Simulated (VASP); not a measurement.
# Ge (Fd-3m) in VASP: notebook

Runs on Ge. Level: PBE. Tasks: single point.

Program: VASP 6.6.1. These are calculated values, not measurements. Logs are shortened: lines on timing, memory, paths and dates and some standing lists are left out, and cuts for length are marked.

**What was measured.**

“Electronic and optical properties of SixGe1-x-ySny alloys lattice-matched to Ge”, 2021, arxiv:2109.02782 reports, for a bulk crystal of Ge at 293 K: band gap 0.666 eV (indirect).

The results are compared with them further down.

### 1 The cell of the first run

Symmetry: Fd-3m, No. 227, cubic system. The conventional cell has a = 5.658 Å, b = 5.658 Å, c = 5.658 Å, α = 90.00°, β = 90.00°, γ = 90.00°. Within 3.2 Å of Ge (site symmetry -43m) lie 4 Ge at 2.45 Å.

### 2 Single point, PBE

File INCAR:

```
ALGO     = Normal         # electronic algorithm
EDIFF    = 1E-6           # SCF threshold, eV
ENCUT    = 520            # plane-wave cutoff, eV
GGA      = PE             # functional
ISIF     = 2              # what is computed and relaxed
ISMEAR   = 0              # smearing method
LASPH    = T              # aspherical terms in the spheres
LCHARG   = F              # write CHGCAR
LREAL    = F              # projectors in reciprocal space
LWAVE    = F              # write WAVECAR
NBANDS   = 21             # bands
NELM     = 80             # most SCF steps
PREC     = Accurate       # precision mode
SIGMA    = 0.1            # smearing width, eV
```

File KPOINTS:

```
k-points
0
Gamma
  6 6 6
```

File POSCAR:

```
Ge
1.0
    0.0000000000      2.8289100000      2.8289100000
    2.8289100000      0.0000000000      2.8289100000
    2.8289100000      2.8289100000      0.0000000000
Ge
2
Direct
    0.0000000000      0.0000000000      0.0000000000
    0.2500000000      0.2500000000      0.2500000000
```

Potentials or basis: VASP PAW PBE potentials, release 64 (Ge_d).

On the command line:

```sh
cat potpaw_PBE.64/Ge_d/POTCAR > POTCAR
mpirun -np 1 vasp_std > vasp.out
```

OUTCAR:

```text
EDIFF = 1E-6
   ENCUT = 520
   GGA = PE
   ISIF = 2
   ISMEAR = 0
   LASPH = T
   LREAL = F
   NELM = 80
   PREC = Accurate

 ion  position               nearest neighbor table
   1  0.000  0.000  0.000-   2 2.45   2 2.45   2 2.45   2 2.45
   2  0.250  0.250  0.250-   1 2.45   1 2.45   1 2.45   1 2.45

  LATTYP: Found a face centered cubic cell.
 ALAT       =     5.6578200000

  Lattice vectors:

 A1 = (   0.0000000000,   2.8289100000,   2.8289100000)
 A2 = (   2.8289100000,   0.0000000000,   2.8289100000)
 A3 = (   2.8289100000,   2.8289100000,   0.0000000000)

Analysis of symmetry for initial positions (statically):
=====================================================================
 Subroutine PRICEL returns:
 Original cell was already a primitive cell.

 Routine SETGRP: Setting up the symmetry group for a
 face centered cubic supercell.

 Subroutine GETGRP returns: Found 48 space group operations
 (whereof 24 operations were pure point group operations)
 out of a pool of 48 trial point group operations.

The static configuration has the point symmetry T_d .
 The point group associated with its full space group is O_h .

Analysis of symmetry for dynamics (positions and initial velocities):
=====================================================================
 Subroutine PRICEL returns:
 Original cell was already a primitive cell.

 Routine SETGRP: Setting up the symmetry group for a
 face centered cubic supercell.

 Subroutine GETGRP returns: Found 48 space group operations
 (whereof 24 operations were pure point group operations)
 out of a pool of 48 trial point group operations.

The dynamic configuration has the point symmetry T_d .
 The point group associated with its full space group is O_h .

 Subroutine INISYM returns: Found 48 space group operations
 (whereof 24 operations are pure point group operations),
 and found     1 'primitive' translations

----------------------------------------------------------------------------------------

                                     Primitive cell

  volume of cell :      45.2780

  direct lattice vectors                    reciprocal lattice vectors
     0.000000000  2.828910000  2.828910000    -0.176746521  0.176746521  0.176746521
     2.828910000  0.000000000  2.828910000     0.176746521 -0.176746521  0.176746521
     2.828910000  2.828910000  0.000000000     0.176746521  0.176746521 -0.176746521

  length of vectors
     4.000682889  4.000682889  4.000682889     0.306133954  0.306133954  0.306133954

  position of ions in fractional coordinates (direct lattice)
     0.000000000  0.000000000  0.000000000
     0.250000000  0.250000000  0.250000000

  ion indices of the primitive-cell ions
   primitive index   ion index
                 1           1
                 2           2

----------------------------------------------------------------------------------------

 KPOINTS: k-points

Automatic generation of k-mesh.
 Grid dimensions read from file:
 generate k-points for:    6    6    6

 Generating k-lattice:

  Cartesian coordinates                     Fractional coordinates (reciprocal lattice)
    -0.029457753  0.029457753  0.029457753     0.166666667  0.000000000  0.000000000
     0.029457753 -0.029457753  0.029457753     0.000000000  0.166666667  0.000000000
     0.029457753  0.029457753 -0.029457753     0.000000000  0.000000000  0.166666667

  Length of vectors
     0.051022326  0.051022326  0.051022326

  Shift w.r.t. Gamma in fractional coordinates (k-lattice)
     0.000000000  0.000000000  0.000000000

 Subroutine IBZKPT returns following result:
 ===========================================

 Found     16 irreducible k-points:

 Following reciprocal coordinates:
            Coordinates               Weight
  0.000000  0.000000  0.000000      1.000000
  0.166667  0.000000  0.000000      8.000000
  0.333333  0.000000  0.000000      8.000000
  0.500000  0.000000  0.000000      4.000000
  0.166667  0.166667  0.000000      6.000000
  0.333333  0.166667  0.000000     24.000000
[... 8 lines left out ...]
 -0.333333  0.333333  0.166667     24.000000
 -0.333333  0.500000  0.166667     12.000000
   k-points           NKPTS =     16   k-points in BZ     NKDIM =     16   number of bands    NBANDS=     21
   number of dos      NEDOS =    301   number of ions     NIONS =      2
   total plane-waves  NPLWV =  27000
   dimension x,y,z NGX =    30 NGY =   30 NGZ =   30
   dimension x,y,z NGXF=    60 NGYF=   60 NGZF=   60
   ions per type =               2
   NGX,Y,Z   is equivalent  to a cutoff of  12.47, 12.47, 12.47 a.u.
   NGXF,Y,Z  is equivalent  to a cutoff of  24.93, 24.93, 24.93 a.u.
 SYSTEM =  unknown system
   PREC   = accura    normal or accurate (medium, high low for compatibility)
   ISTART =      0    job   : 0-new  1-cont  2-samecut
   ICHARG =      2    charge: 1-file 2-atom 10-const
   ISPIN  =      1    spin polarized calculation?
   LNONCOLLINEAR =      F non collinear calculations
   LSORBIT =      F    spin-orbit coupling
   LASPH  =      T    aspherical Exc in radial PAW
   ENCUT  =  520.0 eV  38.22 Ry    6.18 a.u.   7.44  7.44  7.44*2*pi/ulx,y,z
   NELM   =     80;   NELMIN=  2; NELMDL= -5     # of ELM steps
   EDIFF  = 0.1E-05   stopping-criterion for ELM
   LREAL  =      F    real-space projection
   EDIFFG = 0.1E-04   stopping-criterion for IOM
   NSW    =      0    number of steps for IOM
   IBRION =     -1    ionic relax: 0-MD 1-quasi-New 2-CG
   NFREE  =      0    steps in history (QN), initial steepest desc. (CG)
   ISIF   =      2    stress and relaxation
   ISYM   =      2    0-nonsym 1-usesym 2-fastsym
   POTIM  = 0.5000    time-step for ionic-motion
   TEBEG  =    0.0;   TEEND  =   0.0 temperature during run
   PSTRESS=    0.0 pullay stress
   NELECT =      28.0000    total number of electrons
   NUPDOWN=      -1.0000    fix difference up-down
   EMIN   =  10.00;   EMAX   =-10.00  energy-range for DOS
   EFERMI =   0.00;   METHOD = LEGACY
   ISMEAR =     0;   SIGMA  =   0.10  broadening in eV -4-tet -1-fermi 0-gaus
   EFERMI_NEDOS =   21; number of points for ismear=-14 and -15
   IALGO  =     38    algorithm
   IMIX   =      4    mixing-type and parameters
     AMIX     =   0.40;   BMIX     =  1.00
     AMIX_MAG =   1.60;   BMIX_MAG =  1.00
  volume/ion in A,a.u.               =      22.64       152.78
  Fermi-wavevector in a.u.,A,eV,Ry     =   1.394756  2.635708 26.468033  1.945346
  Thomas-Fermi vector in A             =   2.518275
   LORBIT       =      0    0 simple, 1 ext, 2 COOP (PROOUT), +10 PAW based schemes
   GGA     = PE    functional components
   LHFCALC =     F    Hartree Fock is set to
   AEXX    =    0.0000 exact exchange contribution
   IVDW    =     0    specifies the selected vdW correction
   LEPSILON=     F    determine dielectric tensor
   LRPA    =     F    only Hartree local field effects (RPA)
 non-spin polarized calculation
 Gauss-broadening in eV      SIGMA  =   0.10
  energy-cutoff  :      520.00
  volume of cell :       45.28
 maximum number of plane-waves:      1243
 NGX is ok and might be reduce to    30
   NGX = 15   NGY = 15   NGZ = 15

 number of electron      28.0000022 magnetization

 Free energy of the ion-electron system (eV)
  ---------------------------------------------------
  ext. energy  EPLUGINS =         0.00000000
  ---------------------------------------------------
  free energy    TOTEN  =        -8.96534322 eV

  energy without entropy =       -8.96430504  energy(sigma->0) =       -8.96482413

 E-fermi :   5.0528     XC(G=0):  -9.9174

 val. band max:        5.0375041587   @ k =   0.0000   0.0000   0.0000
 cond. band min:       5.1857126791   @ k =   0.5000   0.0000   0.0000
 fundamental gap:      0.1482085204
 Fermi energy:         5.0528485338

 k-point     1 :       0.0000    0.0000    0.0000
  band No.  band energies     occupation
      1     -19.8102      2.00000
      2     -19.8102      2.00000
      3     -19.8102      2.00000
      4     -19.7742      2.00000
      5     -19.7742      2.00000
      6     -19.5636      2.00000
[... 13 lines left out ...]
     20      14.4794      0.00000
     21      14.4794      0.00000

 k-point     2 :       0.1667    0.0000    0.0000
  band No.  band energies     occupation
      1     -19.8221      2.00000
      2     -19.8221      2.00000
      3     -19.8059      2.00000
      4     -19.7568      2.00000
      5     -19.7568      2.00000
      6     -19.5805      2.00000
[... 13 lines left out ...]
     20      13.3508      0.00000
     21      13.3508      0.00000

 k-point     3 :       0.3333    0.0000    0.0000
  band No.  band energies     occupation
      1     -19.8323      2.00000
      2     -19.8323      2.00000
      3     -19.7972      2.00000
      4     -19.7377      2.00000
      5     -19.7377      2.00000
      6     -19.5947      2.00000
[... 13 lines left out ...]
     20      13.9748      0.00000
     21      13.9748      0.00000

 k-point     4 :       0.5000    0.0000    0.0000
  band No.  band energies     occupation
      1     -19.8347      2.00000
      2     -19.8347      2.00000
      3     -19.7926      2.00000
      4     -19.7323      2.00000
      5     -19.7323      2.00000
      6     -19.5979      2.00000
[... 13 lines left out ...]
     20      16.0919      0.00000
     21      16.2232      0.00000

 k-point     5 :       0.1667    0.1667    0.0000
  band No.  band energies     occupation
      1     -19.8198      2.00000
      2     -19.8198      2.00000
      3     -19.8193      2.00000
      4     -19.7585      2.00000
      5     -19.7367      2.00000
      6     -19.6144      2.00000
[... 13 lines left out ...]
     20      13.4114      0.00000
     21      14.9517      0.00000
[... 190 lines left out ...]
     20      16.6140      0.00000
     21      17.8430      0.00000

 k-point    14 :       0.5000    0.3333    0.1667
  band No.  band energies     occupation
      1     -19.8496      2.00000
      2     -19.8465      2.00000
      3     -19.7712      2.00000
      4     -19.7173      2.00000
      5     -19.6830      2.00000
      6     -19.6669      2.00000
[... 13 lines left out ...]
     20      14.9509      0.00000
     21      17.4089      0.00000

 k-point    15 :      -0.3333    0.3333    0.1667
  band No.  band energies     occupation
      1     -19.8596      2.00000
      2     -19.8494      2.00000
      3     -19.7492      2.00000
      4     -19.6992      2.00000
      5     -19.6766      2.00000
      6     -19.6686      2.00000
[... 13 lines left out ...]
     20      16.8001      0.00000
     21      16.9247      0.00000

 k-point    16 :      -0.3333    0.5000    0.1667
  band No.  band energies     occupation
      1     -19.8550      2.00000
      2     -19.8550      2.00000
      3     -19.7290      2.00000
      4     -19.7290      2.00000
      5     -19.6631      2.00000
      6     -19.6631      2.00000
[... 13 lines left out ...]
     20      16.0468      0.00000
     21      17.9475      0.00000

------------------------ aborting loop because EDIFF is reached ----------------------------------------

  FORCE on cell =-STRESS in cart. coord.  units (eV):
  Direction    XX          YY          ZZ          XY          YZ          ZX
  --------------------------------------------------------------------------------------
  -------------------------------------------------------------------------------------
  Total        1.0041028      1.0041028      1.0041028     -0.0000000      0.0000000     -0.0000000
  in kB       35.5305060     35.5305060     35.5305060     -0.0000000      0.0000000     -0.0000000
  external PRESSURE =      35.5305060 kB  Pullay stress =       0.0000000 kB

 VOLUME and BASIS-vectors are now :
 -----------------------------------------------------------------------------
  energy-cutoff  :      520.00
  volume of cell :       45.28
      direct lattice vectors                 reciprocal lattice vectors
     0.000000000  2.828910000  2.828910000    -0.176746521  0.176746521  0.176746521
     2.828910000  0.000000000  2.828910000     0.176746521 -0.176746521  0.176746521
     2.828910000  2.828910000  0.000000000     0.176746521  0.176746521 -0.176746521

 POSITION                                       TOTAL-FORCE (eV/Angst)
 -----------------------------------------------------------------------------------
      0.00000      0.00000      0.00000        -0.000000     -0.000000     -0.000000
      1.41446      1.41446      1.41446         0.000000      0.000000      0.000000
 -----------------------------------------------------------------------------------
    total drift:                                0.000000     -0.000000      0.000000

  FREE ENERGIE OF THE ION-ELECTRON SYSTEM (eV)
  ---------------------------------------------------
  free  energy   TOTEN  =        -8.9653432235 eV

  energy  without entropy=       -8.9643050395  energy(sigma->0) =       -8.96482413
```

It took 17 s on 1 thread of AMD EPYC 7R43 (Zen 3), shared host; peak memory 0.12 GiB.

What came out:

| Quantity | Value |
| --- | --- |
| Free energy | -8.9653 eV |
| Pressure | 3.6 GPa |

Levels at points of the mesh, in eV from the Fermi level:
```tsv
k point	band 11	band 12	band 13	band 14	band 15	band 16	band 17	band 18
(0.00, 0.00, 0.00)	-12.82	-0.05	-0.05	-0.05	-0.02	2.50	2.50	2.50
(0.50, 0.00, 0.00)	-10.73	-7.65	-1.46	-1.46	0.13	3.69	3.69	7.08
(0.50, 0.50, 0.00)	-8.94	-8.94	-3.13	-3.13	0.70	0.70	9.46	9.46
```

(Continued in part 2 of 2.)
